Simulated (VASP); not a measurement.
Set up this calculation in VASP 6.6.1, as the native input.

| Item | Value |
| --- | --- |
| Task | single point |
| Functional | PBE |
| Potentials or basis | VASP PAW PBE potentials, release 64 (Ni, Al) |
| Cutoff | 520 eV |
| k mesh | 7 × 7 × 6 |
| Occupations | fermi-dirac, width 0.05 eV |
| Spin | collinear spin, ferromagnetic start |
| Starting moments | [1.0, 1.0, 1.0, 0.0] μB |
| Dipole correction | no |
| Further INCAR settings | ALGO = Normal; EDIFF = 1e-06; NBANDS = 28 |

The structure of AlNi3 lies in POSCAR:

```
AlNi3
1.0
    3.4525936322      0.0000000000      0.0000000000
    0.0000000000      3.4525936322      0.0000000000
    0.0000000000      0.0000000000      3.5230547267
Ni Al
3 1
Direct
    0.5000000000      0.5000000000      0.0000000000
    0.5000000000      0.0000000000      0.5000000000
    0.0000000000      0.5000000000      0.5000000000
    0.0000000000      0.0000000000      0.0000000000
```

The input as run:

INCAR

```
SYSTEM = AlNi3
PREC = Accurate
ENCUT = 520
EDIFF = 1E-6
ISMEAR = -1
SIGMA = 0.05
LREAL = .False.
LASPH = .True.
NELM = 150
ALGO = Normal
ISIF = 2
LWAVE = .False.
LCHARG = .False.
ISPIN = 2
MAGMOM = 1 1 1 0
LORBIT = 11
LMAXMIX = 4
GGA = PE
NBANDS = 28
```

KPOINTS

```
Automatic mesh
0
Gamma
  7 7 6
  0 0 0
```

Potentials or basis: VASP PAW PBE potentials, release 64 (Ni, Al).

Command:

```bash
$ cat potpaw_PBE.64/Ni/POTCAR potpaw_PBE.64/Al/POTCAR > POTCAR
$ mpirun -np 1 vasp_std > vasp.out
```

Results of the run:

```json
{"Pressure": "16.8 GPa", "Net moment": "0.65 μB per cell", "Site moments": "Ni +0.23; Al -0.01 μB", "Valence electrons inside the program's atomic spheres": "Ni 9.53; Al 0.84"}
```

Caveat: the cell stands under pressure.

Run time: 58 s on 1 thread of Intel(R) Xeon(R) 6975P-C (Granite Rapids), on a shared host, peak memory 0.21 GiB.
